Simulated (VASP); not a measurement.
A run of VASP 6.6.1 is set up as follows.

Contents of INCAR:

```
SYSTEM = KBr
  PREC = Accurate
  ENCUT = 500
  EDIFF = 1E-6
  ISMEAR = 0
  SIGMA = 0.01
  LREAL = .False.
  LASPH = .True.
  NELM = 120
  ALGO = Normal
  ISIF = 2
  LWAVE = .False.
  LCHARG = .False.
  GGA = PS
  NBANDS = 15
  ISYM = 0
  GGA_COMPAT = .False.
```

File KPOINTS:

```
Automatic mesh
0
Gamma
  4 4 4
  0.5 0.5 0.5
```

File POSCAR:

```
KBr
1.0
    0.0000000000      3.6882992926      3.6882992926
    3.6882992926      0.0000000000      3.6882992926
    3.6882992926      3.6882992926      0.0000000000
K Br
1 1
Direct
    0.0000000000      0.0000000000      0.0000000000
    0.2500000000      0.2500000000      0.2500000000
```

Potentials or basis: VASP PAW PBE potentials, release 64 (K_sv, Br).

Command:

```bash
$ cat potpaw_PBE.64/K_sv/POTCAR potpaw_PBE.64/Br/POTCAR > POTCAR
$ mpirun -np 1 vasp_std > vasp.out
```

Estimate the band gap on the k mesh.

4.55 eV, indirect (least direct gap 4.56 eV).

Estimate the pressure.

-0.2 GPa.

Caveat: the PAW data sets were made with another functional, which shifts forces and pressure a little. PBEsol gaps usually lie below the measured ones, often by a third to a half.
